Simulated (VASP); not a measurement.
Set up this calculation in VASP 6.6.1, as the native input.

| Item | Value |
| --- | --- |
| Task | single point |
| Functional | LDA |
| Potentials or basis | VASP PAW LDA potentials, release 64 (W_sv, Se) |
| Cutoff | 520 eV |
| k mesh | 7 × 7 × 2 |
| Occupations | gaussian, width 0.05 eV |
| Spin | collinear spin, ferrimagnetic start |
| Starting moments | [-0.07, -0.07, 0.05, 0.05, 0.05, 0.05] μB |
| Hubbard terms | W d U = 7.0 eV |
| Dipole correction | no |
| Further INCAR settings | ALGO = Normal; EDIFF = 1e-06; NBANDS = 39 |

The structure of WSe2 lies in POSCAR:

```
WSe2
1.0
    3.2899988200      0.0000000000      0.0000000000
   -1.6449994100      2.8492225500      0.0000000000
    0.0000000000      0.0000000000     12.9700014400
W Se
2 4
Direct
    0.3333333333      0.6666666667      0.2500000000
    0.6666666667      0.3333333333      0.7500000000
    0.3333333333      0.6666666667      0.6210000000
    0.6666666667      0.3333333333      0.1210000000
    0.3333333333      0.6666666667      0.8790000000
    0.6666666667      0.3333333333      0.3790000000
```

These files were run (other wordings do the same):

INCAR

```
SYSTEM = WSe2
  PREC = Accurate
  ENCUT = 520
  EDIFF = 1E-6
  ISMEAR = 0
  SIGMA = 0.05
  LREAL = .False.
  LASPH = .True.
  NELM = 150
  ALGO = Normal
  ISIF = 2
  LWAVE = .False.
  LCHARG = .False.
  ISPIN = 2
  MAGMOM = -0.07 -0.07 0.05 0.05 0.05 0.05
  LORBIT = 11
  LMAXMIX = 4
  LDAU = .True.
  LDAUTYPE = 2
  LDAUL = 2 -1
  LDAUU = 7 0
  LDAUJ = 0 0
  LDAUPRINT = 1
  NBANDS = 39
```

KPOINTS

```
regular mesh
0
Gamma
  7 7 2
  0 0 0
```

Potentials or basis: VASP PAW LDA potentials, release 64 (W_sv, Se).

Launch:

```bash
$ cat potpaw_LDA.64/W_sv/POTCAR potpaw_LDA.64/Se/POTCAR > POTCAR
$ mpirun -np 1 vasp_std > vasp.out
```

It gave:

```json
{
  "Pressure": "1.6 GPa",
  "Largest force": "0.349 eV/Å",
  "Band gap on the k mesh": "1.09 eV, indirect (least direct gap 1.88 eV)",
  "Net moment": "0.00 μB per cell",
  "Valence electrons inside the program's atomic spheres": "W 11.85; Se 3.93"
}
```

Caveat: spin-orbit coupling is left out, which moves the levels of the heavy elements.

It took 92 s on 1 thread of Intel(R) Xeon(R) Platinum 8488C (Sapphire Rapids) (shared host), peak memory 0.27 GiB.
